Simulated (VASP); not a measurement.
# Tl (Im-3m) in VASP: settings compared

Aim: see how the results for Tl move with the level of theory and the settings. Levels: SVWN5, revPBE, PBEsol+D3(BJ). Tasks: single point.

Program: VASP 6.6.1. These are calculated values, not measurements. Logs are shortened: lines on timing, memory, paths and dates and some standing lists are left out, and cuts for length are marked.

**1. The cell of the first run**

Symmetry: Im-3m, No. 229, cubic system. Conventional cell: a = 3.805 Å, b = 3.805 Å, c = 3.805 Å, α = 90.00°, β = 90.00°, γ = 90.00°. Within 4.3 Å of Tl (site symmetry m-3m) lie 14 Tl at 3.30 to 3.80 Å.

This isn't the form of Tl at room conditions, which is hcp.

**2. Single point, SVWN5**

INCAR reads:

```
PREC     = Accurate       # precision mode
ENCUT    = 520            # plane-wave cutoff, eV
EDIFF    = 1E-6           # SCF threshold, eV
ISMEAR   = 1              # smearing method
SIGMA    = 0.05           # smearing width, eV
LREAL    = F              # projectors in reciprocal space
LASPH    = T              # aspherical terms in the spheres
NELM     = 80             # most SCF steps
ALGO     = Normal         # electronic algorithm
ISIF     = 2              # what is computed and relaxed
LWAVE    = F              # write WAVECAR
LCHARG   = T              # write CHGCAR
GGA      = VW             # functional
LELF     = T              # ELF
LVHAR    = T            
NBANDS   = 12             # bands
```

KPOINTS reads:

```
Automatic mesh
0
Gamma
  10 10 10
```

POSCAR reads:

```
Tl
1.0
   -1.9023790499      1.9023790499      1.9023790499
    1.9023790499     -1.9023790499      1.9023790499
    1.9023790499      1.9023790499     -1.9023790499
Tl
1
Direct
    0.0000000000      0.0000000000      0.0000000000
```

Potentials or basis: VASP PAW PBE potentials, release 64 (Tl_d).

On the command line:

```sh
> cat potpaw_PBE.64/Tl_d/POTCAR > POTCAR
> mpirun -np 1 vasp_std > vasp.out
```

OUTCAR:

```text
PREC = Accurate
   ENCUT = 520
   EDIFF = 1E-6
   ISMEAR = 1
   LREAL = F
   LASPH = T
   NELM = 80
   ISIF = 2
   GGA = VW

 ion  position               nearest neighbor table
   1  0.000  0.000  0.000-

  LATTYP: Found a body centered cubic cell.
 ALAT       =     3.8047580998

  Lattice vectors:

 A1 = (  -1.9023790499,   1.9023790499,   1.9023790499)
 A2 = (   1.9023790499,  -1.9023790499,   1.9023790499)
 A3 = (   1.9023790499,   1.9023790499,  -1.9023790499)

Analysis of symmetry for initial positions (statically):
=====================================================================
 Subroutine PRICEL returns:
 Original cell was already a primitive cell.

 Routine SETGRP: Setting up the symmetry group for a
 body centered cubic supercell.

 Subroutine GETGRP returns: Found 48 space group operations
 (whereof 48 operations were pure point group operations)
 out of a pool of 48 trial point group operations.

The static configuration has the point symmetry O_h .

Analysis of symmetry for dynamics (positions and initial velocities):
=====================================================================
 Subroutine PRICEL returns:
 Original cell was already a primitive cell.

 Routine SETGRP: Setting up the symmetry group for a
 body centered cubic supercell.

 Subroutine GETGRP returns: Found 48 space group operations
 (whereof 48 operations were pure point group operations)
 out of a pool of 48 trial point group operations.

The dynamic configuration has the point symmetry O_h .

 Subroutine INISYM returns: Found 48 space group operations
 (whereof 48 operations are pure point group operations),
 and found     1 'primitive' translations

----------------------------------------------------------------------------------------

                                     Primitive cell

  volume of cell :      27.5392

  direct lattice vectors                    reciprocal lattice vectors
    -1.902379050  1.902379050  1.902379050     0.000000000  0.262828799  0.262828799
     1.902379050 -1.902379050  1.902379050     0.262828799  0.000000000  0.262828799
     1.902379050  1.902379050 -1.902379050     0.262828799  0.262828799  0.000000000

  length of vectors
     3.295017170  3.295017170  3.295017170     0.371696051  0.371696051  0.371696051

  position of ions in fractional coordinates (direct lattice)
[... 83 lines left out ...]
   ISIF   =      2    stress and relaxation
   ISYM   =      2    0-nonsym 1-usesym 2-fastsym
   POTIM  = 0.5000    time-step for ionic-motion
   TEBEG  =    0.0;   TEEND  =   0.0 temperature during run
   PSTRESS=    0.0 pullay stress
   NELECT =      13.0000    total number of electrons
   NUPDOWN=      -1.0000    fix difference up-down
   EMIN   =  10.00;   EMAX   =-10.00  energy-range for DOS
   EFERMI =   0.00;   METHOD = LEGACY
   ISMEAR =     1;   SIGMA  =   0.05  broadening in eV -4-tet -1-fermi 0-gaus
   EFERMI_NEDOS =   21; number of points for ismear=-14 and -15
   IALGO  =     38    algorithm
   IMIX   =      4    mixing-type and parameters
     AMIX     =   0.40;   BMIX     =  1.00
     AMIX_MAG =   1.60;   BMIX_MAG =  1.00
  volume/ion in A,a.u.               =      27.54       185.84
  Fermi-wavevector in a.u.,A,eV,Ry     =   1.274693  2.408820 22.107317  1.624842
  Thomas-Fermi vector in A             =   2.407447
   LORBIT       =      0    0 simple, 1 ext, 2 COOP (PROOUT), +10 PAW based schemes
   GGA     = VW    functional components
   LHFCALC =     F    Hartree Fock is set to
   AEXX    =    0.0000 exact exchange contribution
   IVDW    =     0    specifies the selected vdW correction
   LEPSILON=     F    determine dielectric tensor
   LRPA    =     F    only Hartree local field effects (RPA)
 non-spin polarized calculation
 Methfessel and Paxton  Order N= 1 SIGMA  =   0.05
  energy-cutoff  :      520.00
  volume of cell :       27.54
 maximum number of plane-waves:       767
 NGX is ok and might be reduce to    28
   NGX = 13   NGY = 13   NGZ = 13

 number of electron      12.9999999 magnetization

 Free energy of the ion-electron system (eV)
  ---------------------------------------------------
  ext. energy  EPLUGINS =         0.00000000
  ---------------------------------------------------
  free energy    TOTEN  =        -2.92119327 eV

  energy without entropy =       -2.92092455  energy(sigma->0) =       -2.92110370

 E-fermi :   6.4609     XC(G=0): -10.6846

 val. band max:        6.4567462850   @ k =  -0.4000   0.4000   0.2000
 cond. band min:       6.6088735306   @ k =  -0.4000  -0.4000   0.2000
 fundamental gap:      0.1521272456
 Fermi energy:         6.4609283196

 k-point     1 :       0.0000    0.0000    0.0000
  band No.  band energies     occupation
      1      -5.0664      2.00000
      2      -5.0664      2.00000
      3      -5.0664      2.00000
      4      -4.5861      2.00000
      5      -4.5861      2.00000
      6      -3.7764      2.00000
      7      17.7275      0.00000
      8      17.7275      0.00000
      9      17.7275      0.00000
     10      19.0846      0.00000
     11      19.0846      0.00000
     12      19.0846      0.00000
[... 331 lines left out ...]
 k-point    24 :      -0.3000    0.3000    0.1000
  band No.  band energies     occupation
      1      -5.1281      2.00000
      2      -5.0778      2.00000
      3      -4.7236      2.00000
      4      -4.6161      2.00000
      5      -4.5740      2.00000
      6      -1.3297      2.00000
      7       8.7287      0.00000
      8      13.0926      0.00000
      9      13.9436      0.00000
     10      17.9654      0.00000
     11      19.2357      0.00000
     12      19.4058      0.00000

 [... further k-points ...]

------------------------ aborting loop because EDIFF is reached ----------------------------------------

  FORCE on cell =-STRESS in cart. coord.  units (eV):
  Direction    XX          YY          ZZ          XY          YZ          ZX
  --------------------------------------------------------------------------------------
  -------------------------------------------------------------------------------------
  Total       -0.0965683     -0.0965683     -0.0965683      0.0000000      0.0000000      0.0000000
  in kB       -5.6181575     -5.6181575     -5.6181575      0.0000000      0.0000000      0.0000000
  external PRESSURE =      -5.6181575 kB  Pullay stress =       0.0000000 kB

 VOLUME and BASIS-vectors are now :
 -----------------------------------------------------------------------------
  energy-cutoff  :      520.00
  volume of cell :       27.54
      direct lattice vectors                 reciprocal lattice vectors
    -1.902379050  1.902379050  1.902379050     0.000000000  0.262828799  0.262828799
     1.902379050 -1.902379050  1.902379050     0.262828799  0.000000000  0.262828799
     1.902379050  1.902379050 -1.902379050     0.262828799  0.262828799  0.000000000

 POSITION                                       TOTAL-FORCE (eV/Angst)
 -----------------------------------------------------------------------------------
      0.00000      0.00000      0.00000        -0.000000      0.000000      0.000000
 -----------------------------------------------------------------------------------
    total drift:                               -0.000000     -0.000000     -0.000000

  FREE ENERGIE OF THE ION-ELECTRON SYSTEM (eV)
  ---------------------------------------------------
  free  energy   TOTEN  =        -2.9211932687 eV

  energy  without entropy=       -2.9209245514  energy(sigma->0) =       -2.92110370
```

OSZICAR:

```text
N       E                     dE             d eps       ncg     rms          rms(c)
DAV:   1     0.514600236080E+02    0.51460E+02   -0.68546E+03  1168   0.952E+02
DAV:   2    -0.232557910294E+01   -0.53786E+02   -0.52755E+02  1272   0.216E+02
DAV:   3    -0.296561481743E+01   -0.64004E+00   -0.63980E+00  1356   0.213E+01
DAV:   4    -0.296843927312E+01   -0.28245E-02   -0.28243E-02  1256   0.164E+00
DAV:   5    -0.296847154749E+01   -0.32274E-04   -0.32274E-04  1340   0.168E-01    0.235E+00
DAV:   6    -0.292861719782E+01    0.39854E-01   -0.64889E-02  1192   0.243E+00    0.162E+00
DAV:   7    -0.292180495340E+01    0.68122E-02   -0.17685E-02  1296   0.123E+00    0.727E-01
DAV:   8    -0.292119230175E+01    0.61265E-03   -0.60021E-04  1248   0.251E-01    0.417E-02
DAV:   9    -0.292119326866E+01   -0.96690E-06   -0.44380E-06  1308   0.228E-02
   1 F= -.29211933E+01 E0= -.29211037E+01  d E =-.268717E-03
```

Wall time 13 s (1 thread of Intel Xeon 8259CL, shared host); peak memory 0.15 GiB.

Results:

| Property | Result |
| --- | --- |
| Free energy | -2.9212 eV |
| Pressure | -0.6 GPa |
| Band gap on the k mesh | zero (an odd number of electrons rules out a gap without spin polarisation) |

Levels at points of the mesh, in eV from the Fermi level:
```tsv
k point	band 3	band 4	band 5	band 6	band 7	band 8	band 9	band 10
(0.00, 0.00, 0.00)	-11.53	-11.05	-11.05	-10.24	11.27	11.27	11.27	12.62
(0.50, 0.00, 0.00)	-11.08	-11.04	-10.73	-4.93	-2.78	6.05	7.40	10.61
(0.50, 0.50, 0.50)	-10.81	-10.81	-10.81	-1.35	1.51	1.51	1.51	6.86
```

Caveat: the PAW data sets were made with another functional, which shifts forces and pressure a little; spin-orbit coupling is left out, which moves the levels of the heavy elements.

**3. Single point, revPBE, non-collinear spin, zero start, spin-orbit coupling**

This run uses another cell than the first one, of 29.93 Å³/atom.

INCAR reads:

```
SYSTEM = Tl
PREC = Accurate ; ENCUT = 520
EDIFF = 1E-6 ; ISMEAR = 1
SIGMA = 0.1 ; LREAL = .FALSE.
LASPH = .TRUE. ; NELM = 150
ALGO = Fast ; ISIF = 2
LWAVE = .FALSE. ; LCHARG = .TRUE.
MAGMOM = 0 0 0 ; LORBIT = 11
LSORBIT = .TRUE. ; GGA_COMPAT = .FALSE.
LORBMOM = .TRUE. ; GGA = RE
LVHAR = .TRUE. ; NBANDS = 24
```

KPOINTS reads:

```
Automatic mesh
0
G
  10 10 10
  0 0 0
```

POSCAR reads:

```
Tl
1.0
   -1.9559951735      1.9559951735      1.9559951735
    1.9559951735     -1.9559951735      1.9559951735
    1.9559951735      1.9559951735     -1.9559951735
Tl
1
Direct
    0.0000000000      0.0000000000      0.0000000000
```

Potentials or basis: VASP PAW PBE potentials, release 64 (Tl_d).

On the command line:

```sh
> cat potpaw_PBE.64/Tl_d/POTCAR > POTCAR
> mpirun -np 1 vasp_ncl > vasp.out
```

OUTCAR:

```text
SYSTEM = Tl
   PREC = Accurate
   ENCUT = 520
   EDIFF = 1E-6
   ISMEAR = 1
   LREAL = .FALSE.
   LASPH = .TRUE.
   NELM = 150
   ISIF = 2
   LORBIT = 11
   LSORBIT = .TRUE.
   GGA = RE

 ion  position               nearest neighbor table
   1  0.000  0.000  0.000-

  LATTYP: Found a body centered cubic cell.
 ALAT       =     3.9119903470

  Lattice vectors:

 A1 = (  -1.9559951735,   1.9559951735,   1.9559951735)
 A2 = (   1.9559951735,  -1.9559951735,   1.9559951735)
 A3 = (   1.9559951735,   1.9559951735,  -1.9559951735)

Analysis of symmetry for initial positions (statically):
=====================================================================
 Subroutine PRICEL returns:
 Original cell was already a primitive cell.

 Routine SETGRP: Setting up the symmetry group for a
 body centered cubic supercell.

 Subroutine GETGRP returns: Found 48 space group operations
 (whereof 48 operations were pure point group operations)
 out of a pool of 48 trial point group operations.

The static configuration has the point symmetry O_h .

Analysis of symmetry for dynamics (positions and initial velocities):
=====================================================================
 Subroutine PRICEL returns:
 Original cell was already a primitive cell.

 Routine SETGRP: Setting up the symmetry group for a
 body centered cubic supercell.

 Subroutine GETGRP returns: Found 48 space group operations
 (whereof 48 operations were pure point group operations)
 out of a pool of 48 trial point group operations.

The dynamic configuration has the point symmetry O_h .

Analysis of structural, dynamic, and magnetic symmetry:
=====================================================================
 Subroutine PRICEL returns:
 Original cell was already a primitive cell.

 Routine SETGRP: Setting up the symmetry group for a
 body centered cubic supercell.

 Subroutine GETGRP returns: Found 48 space group operations
 (whereof 48 operations were pure point group operations)
 out of a pool of 48 trial point group operations.

The overall configuration has the point symmetry O_h .

 Subroutine INISYM returns: Found 48 space group operations
 (whereof 48 operations are pure point group operations),
 and found     1 'primitive' translations

----------------------------------------------------------------------------------------

                                     Primitive cell

  volume of cell :      29.9339

  direct lattice vectors                    reciprocal lattice vectors
    -1.955995174  1.955995174  1.955995174     0.000000000  0.255624353  0.255624353
     1.955995174 -1.955995174  1.955995174     0.255624353  0.000000000  0.255624353
     1.955995174  1.955995174 -1.955995174     0.255624353  0.255624353  0.000000000

  length of vectors
     3.387883020  3.387883020  3.387883020     0.361507426  0.361507426  0.361507426

  position of ions in fractional coordinates (direct lattice)
     0.000000000  0.000000000  0.000000000

  ion indices of the primitive-cell ions
   primitive index   ion index
                 1           1

----------------------------------------------------------------------------------------

 KPOINTS: Automatic mesh

Automatic generation of k-mesh.
 Grid dimensions read from file:
 generate k-points for:   10   10   10
[... 95 lines left out ...]
 RMM-DIIS sequential band-by-band and
 Methfessel and Paxton  Order N= 1 SIGMA  =   0.10
  energy-cutoff  :      520.00
  volume of cell :       29.93
 maximum number of plane-waves:      1636
 NGX is ok and might be reduce to    28
   NGX = 13   NGY = 13   NGZ = 13

 number of electron      13.0000000 magnetization       0.0000000      0.0000000      0.0000000

 number of electron      13.0000004 magnetization      -0.0000000     -0.0000000      0.0000000

 number of electron      13.0000004 magnetization       0.0000000      0.0000000     -0.0000000

 Free energy of the ion-electron system (eV)
  ---------------------------------------------------
  ext. energy  EPLUGINS =         0.00000000
  ---------------------------------------------------
  free energy    TOTEN  =        -2.18145157 eV

  energy without entropy =       -2.18099240  energy(sigma->0) =       -2.18129851

 E-fermi :   6.0073     XC(G=0):  -9.8652

 val. band max:        5.9998886004   @ k =  -0.4000   0.4000   0.2000
 cond. band min:       6.3427001026   @ k =  -0.4000   0.5000   0.3000
 fundamental gap:      0.3428115022
 Fermi energy:         6.0072959980

 k-point     1 :       0.0000    0.0000    0.0000
  band No.  band energies     occupation
      1      -6.6022      1.00000
      2      -6.6022      1.00000
      3      -6.6022      1.00000
      4      -6.6022      1.00000
      5      -4.5983      1.00000
      6      -4.5983      1.00000
[... 637 lines left out ...]
     23      18.4481      0.00000
     24      18.4481      0.00000

 [... further k-points ...]

------------------------ aborting loop because EDIFF is reached ----------------------------------------

  FORCE on cell =-STRESS in cart. coord.  units (eV):
  Direction    XX          YY          ZZ          XY          YZ          ZX
  --------------------------------------------------------------------------------------
  -------------------------------------------------------------------------------------
  Total        0.4177232      0.4177232      0.4177232      0.0000000      0.0000000     -0.0000000
  in kB       22.3581515     22.3581515     22.3581515      0.0000000      0.0000000     -0.0000000
  external PRESSURE =      22.3581515 kB  Pullay stress =       0.0000000 kB

 VOLUME and BASIS-vectors are now :
 -----------------------------------------------------------------------------
  energy-cutoff  :      520.00
  volume of cell :       29.93
      direct lattice vectors                 reciprocal lattice vectors
    -1.955995174  1.955995174  1.955995174     0.000000000  0.255624353  0.255624353
     1.955995174 -1.955995174  1.955995174     0.255624353  0.000000000  0.255624353
     1.955995174  1.955995174 -1.955995174     0.255624353  0.255624353  0.000000000

 POSITION                                       TOTAL-FORCE (eV/Angst)
 -----------------------------------------------------------------------------------
      0.00000      0.00000      0.00000        -0.000000     -0.000000     -0.000000
 -----------------------------------------------------------------------------------
    total drift:                               -0.000000     -0.000000     -0.000000

  FREE ENERGIE OF THE ION-ELECTRON SYSTEM (eV)
  ---------------------------------------------------
  free  energy   TOTEN  =        -2.1814515677 eV

  energy  without entropy=       -2.1809924010  energy(sigma->0) =       -2.18129851

 orbital moment (x)

 # of ion     p       d       tot
 ----------------------------------------
  1        -0.000  -0.000  -0.000
 ----------------------------------------
           -0.000  -0.000  -0.000

 orbital moment (y)

 # of ion     p       d       tot
 ----------------------------------------
  1         0.000   0.000   0.000
 ----------------------------------------
            0.000   0.000   0.000

 orbital moment (z)

 # of ion     p       d       tot
 ----------------------------------------
  1         0.000  -0.000  -0.000
 ----------------------------------------
            0.000  -0.000  -0.000

 Spin-Orbit-Coupling matrix elements

 Ion:    1  E_soc:     -0.6181908
 l=   1
     0.0000000    -0.0542236    -0.0542236
    -0.0542236     0.0000000    -0.0542236
    -0.0542236    -0.0542236     0.0000000
 l=   2
     0.0000000    -0.0094817     0.0000000    -0.0094817    -0.0393265
    -0.0094817     0.0000000    -0.0294949    -0.0094817    -0.0098316
     0.0000000    -0.0294949     0.0000000    -0.0294949     0.0000000
    -0.0094817    -0.0094817    -0.0294949     0.0000000    -0.0098316
    -0.0393265    -0.0098316     0.0000000    -0.0098316     0.0000000
 l=   3
     0.0000000     0.0000000     0.0000000     0.0000000     0.0000000     0.0000000     0.0000000
     0.0000000     0.0000000     0.0000000     0.0000000     0.0000000     0.0000000     0.0000000
     0.0000000     0.0000000     0.0000000     0.0000000     0.0000000     0.0000000     0.0000000
     0.0000000     0.0000000     0.0000000     0.0000000     0.0000000     0.0000000     0.0000000
     0.0000000     0.0000000     0.0000000     0.0000000     0.0000000     0.0000000     0.0000000
     0.0000000     0.0000000     0.0000000     0.0000000     0.0000000     0.0000000     0.0000000
     0.0000000     0.0000000     0.0000000     0.0000000     0.0000000     0.0000000     0.0000000

 total charge

# of ion       s       p       d       tot
------------------------------------------
    1        1.185   0.387   9.640  11.212

 magnetization (x)

# of ion       s       p       d       tot
------------------------------------------
    1        0.000  -0.000   0.000   0.000

 magnetization (y)

# of ion       s       p       d       tot
------------------------------------------
    1       -0.000   0.000  -0.000  -0.000

 magnetization (z)

# of ion       s       p       d       tot
------------------------------------------
    1       -0.000   0.000  -0.000  -0.000
```

It took 2.5 min on 1 thread of Intel Xeon 8259CL, shared host; peak memory 0.26 GiB.

What came out:

```yaml
Free_energy: -2.1815 eV
Pressure: 2.2 GPa
Net_moment: 0.00 μB per cell
Valence_electrons_inside_the_program's_atomic_spheres: Tl 11.21
```

Moments on the atoms (μB; x, y, z):
```
Tl  0.00 0.00 0.00
```

Caveat: the PAW data sets were made with another functional, which shifts forces and pressure a little.

(Part 1 of 2 ends here.)

The gap in the log of VASP goes by the Fermi energy; the results here count the filled bands.